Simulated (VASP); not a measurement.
Write the native input for VASP 6.6.1 that does the following.

```
Task                   : relaxation of shape and atoms at fixed volume
Functional             : PBE
Potentials or basis    : VASP PAW PBE potentials, release 64 (Al, Ni)
Cutoff                 : 600 eV
k mesh                 : 16 × 16 × 14
Occupations            : gaussian, width 0.1 eV
Spin                   : no spin polarisation
Dipole correction      : no
Further INCAR settings : ALGO = Fast; EDIFF = 1e-06; IBRION = 2; EDIFFG = -0.01; NSW = 50; ISIF = 4
```

The structure of AlNi lies in POSCAR:

```
AlNi
1.0
    2.0221711172     -2.0221767900      0.0000000000
    2.0221711172      2.0221767900      0.0000000000
    0.0000000000      0.0000000000      2.8718351850
Al Ni
1 1
Direct
    0.0000000000      0.0000000000      0.0000000000
    0.5000000000      0.5000000000      0.5000000000
```

One way to write it, as run:

INCAR

```
SYSTEM = AlNi
ALGO     = Fast           ! electronic algorithm
EDIFF    = 1E-6           ! SCF threshold, eV
EDIFFG   = -0.01          ! ionic threshold
ENCUT    = 600            ! plane-wave cutoff, eV
GGA      = PE             ! functional
IBRION   = 2              ! ionic algorithm
ISIF     = 4              ! what is computed and relaxed
ISMEAR   = 0              ! smearing method
LASPH    = .TRUE.         ! aspherical terms in the spheres
LCHARG   = .FALSE.        ! write CHGCAR
LREAL    = .FALSE.        ! projectors in reciprocal space
LWAVE    = .FALSE.        ! write WAVECAR
NELM     = 100            ! most SCF steps
NSW      = 50             ! ionic steps
PREC     = Accurate       ! precision mode
SIGMA    = 0.1            ! smearing width, eV
```

KPOINTS

```
k-points
0
G
  16 16 14
  0 0 0
```

Potentials or basis: VASP PAW PBE potentials, release 64 (Al, Ni).

Run with:

```sh
$ cat potpaw_PBE.64/Al/POTCAR potpaw_PBE.64/Ni/POTCAR > POTCAR
$ mpirun -np 1 vasp_std > vasp.out
```

It gave:

```json
{"Pressure after relaxing": "5.0 GPa", "Band gap on the k mesh": "zero (an odd number of electrons rules out a gap without spin polarisation)"}
```

Run time: 41 s on 1 thread of Intel(R) Xeon(R) Platinum 8488C (Sapphire Rapids), with other jobs on the host, peak memory 0.24 GiB.
